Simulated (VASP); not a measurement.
# IrAu (Fm-3m) in VASP: further runs, part 2 of 3

VASP 6.6.1.

## 3. Single point, PBE

This run uses another cell than the first one, of 18.61 Å³/atom.

The input, INCAR:

```
SYSTEM = IrAu
PREC     = Accurate       ! precision mode
ENCUT    = 520            ! plane-wave cutoff, eV
EDIFF    = 1E-6           ! SCF threshold, eV
ISMEAR   = 0              ! smearing method
SIGMA    = 0.1            ! smearing width, eV
LREAL    = .False.        ! projectors in reciprocal space
LASPH    = .True.         ! aspherical terms in the spheres
NELM     = 100            ! most SCF steps
ALGO     = Normal         ! electronic algorithm
ISIF     = 2              ! what is computed and relaxed
LWAVE    = .False.        ! write WAVECAR
LCHARG   = .False.        ! write CHGCAR
GGA      = PE             ! functional
NBANDS   = 17             ! bands
```

The input, KPOINTS:

```
Automatic mesh
0
Gamma
  6 6 6
  0 0 0
```

The input, POSCAR:

```
IrAu
1.0
    0.0000000000      2.6500077256      2.6500077256
    2.6500077256      0.0000000000      2.6500077256
    2.6500077256      2.6500077256      0.0000000000
Ir Au
1 1
Direct
    0.0000000000      0.0000000000      0.0000000000
    0.5000000000      0.5000000000      0.5000000000
```

Potentials or basis: VASP PAW PBE potentials, release 64 (Ir, Au).

On the command line:

```console
$ cat potpaw_PBE.64/Ir/POTCAR potpaw_PBE.64/Au/POTCAR > POTCAR
$ mpirun -np 1 vasp_std > vasp.out
```

OUTCAR:

```text
SYSTEM = IrAu
   PREC = Accurate
   ENCUT = 520
   EDIFF = 1E-6
   ISMEAR = 0
   LREAL = .False.
   LASPH = .True.
   NELM = 100
   ISIF = 2
   GGA = PE

 ion  position               nearest neighbor table
   1  0.000  0.000  0.000-   2 2.65   2 2.65   2 2.65   2 2.65   2 2.65   2 2.65
   2  0.500  0.500  0.500-   1 2.65   1 2.65   1 2.65   1 2.65   1 2.65   1 2.65

  LATTYP: Found a face centered cubic cell.
 ALAT       =     5.3000154512

  Lattice vectors:

 A1 = (   0.0000000000,   2.6500077256,   2.6500077256)
 A2 = (   2.6500077256,   0.0000000000,   2.6500077256)
 A3 = (   2.6500077256,   2.6500077256,   0.0000000000)

Analysis of symmetry for initial positions (statically):
=====================================================================
 Subroutine PRICEL returns:
 Original cell was already a primitive cell.

 Routine SETGRP: Setting up the symmetry group for a
 face centered cubic supercell.

 Subroutine GETGRP returns: Found 48 space group operations
 (whereof 48 operations were pure point group operations)
 out of a pool of 48 trial point group operations.

The static configuration has the point symmetry O_h .

Analysis of symmetry for dynamics (positions and initial velocities):
=====================================================================
 Subroutine PRICEL returns:
 Original cell was already a primitive cell.

 Routine SETGRP: Setting up the symmetry group for a
 face centered cubic supercell.

 Subroutine GETGRP returns: Found 48 space group operations
 (whereof 48 operations were pure point group operations)
 out of a pool of 48 trial point group operations.

The dynamic configuration has the point symmetry O_h .

 Subroutine INISYM returns: Found 48 space group operations
 (whereof 48 operations are pure point group operations),
 and found     1 'primitive' translations

----------------------------------------------------------------------------------------

                                     Primitive cell

  volume of cell :      37.2196

  direct lattice vectors                    reciprocal lattice vectors
     0.000000000  2.650007726  2.650007726    -0.188678695  0.188678695  0.188678695
     2.650007726  0.000000000  2.650007726     0.188678695 -0.188678695  0.188678695
     2.650007726  2.650007726  0.000000000     0.188678695  0.188678695 -0.188678695

  length of vectors
     3.747676866  3.747676866  3.747676866     0.326801086  0.326801086  0.326801086

  position of ions in fractional coordinates (direct lattice)
     0.000000000  0.000000000  0.000000000
     0.500000000  0.500000000  0.500000000

  ion indices of the primitive-cell ions
   primitive index   ion index
                 1           1
                 2           2

----------------------------------------------------------------------------------------

 KPOINTS: Automatic mesh

Automatic generation of k-mesh.
 Grid dimensions read from file:
 generate k-points for:    6    6    6

 Generating k-lattice:

  Cartesian coordinates                     Fractional coordinates (reciprocal lattice)
    -0.031446449  0.031446449  0.031446449     0.166666667  0.000000000  0.000000000
     0.031446449 -0.031446449  0.031446449     0.000000000  0.166666667  0.000000000
     0.031446449  0.031446449 -0.031446449     0.000000000  0.000000000  0.166666667

  Length of vectors
     0.054466848  0.054466848  0.054466848

  Shift w.r.t. Gamma in fractional coordinates (k-lattice)
     0.000000000  0.000000000  0.000000000

 Subroutine IBZKPT returns following result:
 ===========================================

 Found     16 irreducible k-points:

 Following reciprocal coordinates:
            Coordinates               Weight
  0.000000  0.000000  0.000000      1.000000
  0.166667  0.000000  0.000000      8.000000
  0.333333  0.000000  0.000000      8.000000
  0.500000  0.000000  0.000000      4.000000
  0.166667  0.166667  0.000000      6.000000
  0.333333  0.166667  0.000000     24.000000
[... 8 lines left out ...]
 -0.333333  0.333333  0.166667     24.000000
 -0.333333  0.500000  0.166667     12.000000
   k-points           NKPTS =     16   k-points in BZ     NKDIM =     16   number of bands    NBANDS=     17
   number of dos      NEDOS =    301   number of ions     NIONS =      2
   total plane-waves  NPLWV =  21952
   dimension x,y,z NGX =    28 NGY =   28 NGZ =   28
   dimension x,y,z NGXF=    56 NGYF=   56 NGZF=   56
   ions per type =               1   1
   NGX,Y,Z   is equivalent  to a cutoff of  12.42, 12.42, 12.42 a.u.
   NGXF,Y,Z  is equivalent  to a cutoff of  24.84, 24.84, 24.84 a.u.
 SYSTEM =  IrAu
   PREC   = accura    normal or accurate (medium, high low for compatibility)
   ISTART =      0    job   : 0-new  1-cont  2-samecut
   ICHARG =      2    charge: 1-file 2-atom 10-const
   ISPIN  =      1    spin polarized calculation?
   LNONCOLLINEAR =      F non collinear calculations
   LSORBIT =      F    spin-orbit coupling
   LASPH  =      T    aspherical Exc in radial PAW
   ENCUT  =  520.0 eV  38.22 Ry    6.18 a.u.   6.97  6.97  6.97*2*pi/ulx,y,z
   NELM   =    100;   NELMIN=  2; NELMDL= -5     # of ELM steps
   EDIFF  = 0.1E-05   stopping-criterion for ELM
   LREAL  =      F    real-space projection
   EDIFFG = 0.1E-04   stopping-criterion for IOM
   NSW    =      0    number of steps for IOM
   IBRION =     -1    ionic relax: 0-MD 1-quasi-New 2-CG
   NFREE  =      0    steps in history (QN), initial steepest desc. (CG)
   ISIF   =      2    stress and relaxation
   ISYM   =      2    0-nonsym 1-usesym 2-fastsym
   POTIM  = 0.5000    time-step for ionic-motion
   TEBEG  =    0.0;   TEEND  =   0.0 temperature during run
   PSTRESS=    0.0 pullay stress
   NELECT =      20.0000    total number of electrons
   NUPDOWN=      -1.0000    fix difference up-down
   EMIN   =  10.00;   EMAX   =-10.00  energy-range for DOS
   EFERMI =   0.00;   METHOD = LEGACY
   ISMEAR =     0;   SIGMA  =   0.10  broadening in eV -4-tet -1-fermi 0-gaus
   EFERMI_NEDOS =   21; number of points for ismear=-14 and -15
   IALGO  =     38    algorithm
   IMIX   =      4    mixing-type and parameters
     AMIX     =   0.40;   BMIX     =  1.00
     AMIX_MAG =   1.60;   BMIX_MAG =  1.00
  volume/ion in A,a.u.               =      18.61       125.59
  Fermi-wavevector in a.u.,A,eV,Ry     =   1.330948  2.515127 24.101660  1.771422
  Thomas-Fermi vector in A             =   2.459996
   LORBIT       =      0    0 simple, 1 ext, 2 COOP (PROOUT), +10 PAW based schemes
   GGA     = PE    functional components
   LHFCALC =     F    Hartree Fock is set to
   AEXX    =    0.0000 exact exchange contribution
   IVDW    =     0    specifies the selected vdW correction
   LEPSILON=     F    determine dielectric tensor
   LRPA    =     F    only Hartree local field effects (RPA)
 non-spin polarized calculation
 Gauss-broadening in eV      SIGMA  =   0.10
  energy-cutoff  :      520.00
  volume of cell :       37.22
 maximum number of plane-waves:      1018
   NGX = 13   NGY = 13   NGZ = 13

 number of electron      20.0000003 magnetization

 Free energy of the ion-electron system (eV)
  ---------------------------------------------------
  ext. energy  EPLUGINS =         0.00000000
  ---------------------------------------------------
  free energy    TOTEN  =        -9.84647160 eV

  energy without entropy =       -9.82340392  energy(sigma->0) =       -9.83493776

 E-fermi :   6.7896     XC(G=0): -12.1583

 val. band max:        6.7820658353   @ k =   0.3333   0.1667   0.0000
 cond. band min:       7.0056041463   @ k =  -0.3333   0.3333   0.0000
 fundamental gap:      0.2235383110
 Fermi energy:         6.7896050713

 k-point     1 :       0.0000    0.0000    0.0000
  band No.  band energies     occupation
      1      -1.5400      2.00000
      2       0.8658      2.00000
      3       0.8658      2.00000
      4       1.6241      2.00000
      5       1.6241      2.00000
      6       1.6241      2.00000
[... 9 lines left out ...]
     16      21.7712      0.00000
     17      21.7714      0.00000
[... 281 lines left out ...]
 k-point    16 :      -0.3333    0.5000    0.1667
  band No.  band energies     occupation
      1       1.0619      2.00000
      2       1.3146      2.00000
      3       1.7607      2.00000
      4       2.4075      2.00000
      5       2.6071      2.00000
      6       3.4471      2.00000
[... 9 lines left out ...]
     16      21.1438      0.00000
     17      23.2827      0.00000

------------------------ aborting loop because EDIFF is reached ----------------------------------------

  FORCE on cell =-STRESS in cart. coord.  units (eV):
  Direction    XX          YY          ZZ          XY          YZ          ZX
  --------------------------------------------------------------------------------------
  -------------------------------------------------------------------------------------
  Total       -0.0585514     -0.0585514     -0.0585514     -0.0000000      0.0000000     -0.0000000
  in kB       -2.5204394     -2.5204394     -2.5204394     -0.0000000      0.0000000     -0.0000000
  external PRESSURE =      -2.5204394 kB  Pullay stress =       0.0000000 kB

 VOLUME and BASIS-vectors are now :
 -----------------------------------------------------------------------------
  energy-cutoff  :      520.00
  volume of cell :       37.22
      direct lattice vectors                 reciprocal lattice vectors
     0.000000000  2.650007726  2.650007726    -0.188678695  0.188678695  0.188678695
     2.650007726  0.000000000  2.650007726     0.188678695 -0.188678695  0.188678695
     2.650007726  2.650007726  0.000000000     0.188678695  0.188678695 -0.188678695

 POSITION                                       TOTAL-FORCE (eV/Angst)
 -----------------------------------------------------------------------------------
      0.00000      0.00000      0.00000         0.000000     -0.000000     -0.000000
      2.65001      2.65001      2.65001        -0.000000      0.000000      0.000000
 -----------------------------------------------------------------------------------
    total drift:                                0.000000      0.000000      0.000000

  FREE ENERGIE OF THE ION-ELECTRON SYSTEM (eV)
  ---------------------------------------------------
  free  energy   TOTEN  =        -9.8464715977 eV

  energy  without entropy=       -9.8234039159  energy(sigma->0) =       -9.83493776
```

It took 16 s on 1 thread of AMD EPYC 7R13, shared host; peak memory 0.13 GiB.

Results:

- Free energy: -9.8465 eV
- Pressure: -0.3 GPa
- Band gap on the k mesh: zero (bands 10 and 11 overlap by 2.60 eV)

Caveat: spin-orbit coupling is left out, which moves the levels of the heavy elements.

(Continued in part 3 of 3.)
